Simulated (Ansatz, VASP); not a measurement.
InSe: VASP beside Ansatz

```
In Se
1.0
     2.01325    1.16235    8.49590
    -2.01325    1.16235    8.49590
     0.00000   -2.32470    8.49590
In Se
2 2
Direct
  0.88860 0.88860 0.88860
  0.00000 0.00000 0.00000
  0.17190 0.17190 0.17190
  0.38350 0.38350 0.38350
```

Alike in both runs: task single point; functional LDA; k mesh 8 × 8 × 8; occupations fermi-dirac, width 0.05 eV; no spin polarisation.

|  | VASP | Ansatz |
| --- | --- | --- |
| version | VASP 6.6.1 | Ansatz 0.2.0 |
| potentials or method | VASP PAW LDA potentials, release 64 (In_d, Se) | Ansatz PAW |
| plane-wave cutoff (eV) | 520 | 420 |
| valence electrons in the cell | 38 | 58 |

```tsv
	VASP	Ansatz	Ansatz less VASP
gap on the k mesh at the Fermi level (eV)	0.18	0.17	-0.011
least direct gap on the mesh (eV)	0.18	0.17	-0.011
pressure (GPa)	-2.3	-2.4	-0.12
traceless stress, the component that is largest in VASP (GPa)	-0.72	-0.73	-0.010
rms of the force components (eV/Å)	0.101	0.105	+0.0042
```

LDA's correlation is that of Perdew and Zunger in VASP and of Perdew and Wang (1992) in Ansatz. Atom by atom the forces differ by 0.012 eV/Å (rms over components). VASP's potentials hold 38 valence electrons a cell and Ansatz's 58, so a difference there can come from the potentials and not from the codes.
